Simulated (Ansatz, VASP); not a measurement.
## One calculation of Hf, two programs

Contents of INCAR:

```
SYSTEM = Hf
PREC = Accurate
ENCUT = 520
EDIFF = 1E-7
ISMEAR = -1
SIGMA = 0.1
LREAL = .FALSE.
LASPH = .TRUE.
NELM = 100
ALGO = Normal
ISIF = 2
LWAVE = .FALSE.
LCHARG = .FALSE.
GGA = PE
NBANDS = 11
```

The input KPOINTS:

```
regular mesh
0
G
  14 14 14
  0 0 0
```

POSCAR

```
Hf
1.0
   -1.7253152499      1.7253152499      1.7253152499
    1.7253152499     -1.7253152499      1.7253152499
    1.7253152499      1.7253152499     -1.7253152499
Hf
1
Direct
    0.0000000000      0.0000000000      0.0000000000
```

Input for Ansatz:

```yaml
crystal:
  lattice:
    - [-1.7253152499, 1.7253152499, 1.7253152499]
    - [1.7253152499, -1.7253152499, 1.7253152499]
    - [1.7253152499, 1.7253152499, -1.7253152499]
  atoms:
    - { symbol: Hf, position: [0.0, 0.0, 0.0] }
hamiltonian:
  xc: pbe
  pseudopotentials:
    kind: paw
    azcp:
      Hf: "pseudopotentials/Hf.paw.azcp"
basis:
  ecutwfc: 420
  fft_grid_basis: typed
kpoints:
  mp_grid: { grid: [14, 14, 14], shift: [0, 0, 0] }
magnetization:
  spin_polarized: false
scf:
  occupations: { method: fermi_dirac, width: 0.1 }
  lower_state_search: "off"
output:
  stress: true
```

Alike in both runs: task single point; functional PBE; k mesh 14 × 14 × 14; occupations fermi-dirac, width 0.1 eV; no spin polarisation.

|  | VASP | Ansatz |
| --- | --- | --- |
| version | VASP 6.6.1 | Ansatz 0.2.0 |
| potentials or method | VASP PAW PBE potentials, release 64 (Hf_pv), cutoff 520 eV | plane waves (420 eV) with PAW, scalar-relativistic |
| valence electrons in the cell | 10 | 26 |

```tsv
	VASP	Ansatz	Ansatz less VASP
pressure (GPa)	9.3	9.6	+0.31
```

VASP's potentials hold 10 valence electrons a cell and Ansatz's 26, so a difference there can come from the potentials and not from the codes.

Neither program's run includes spin-orbit coupling.
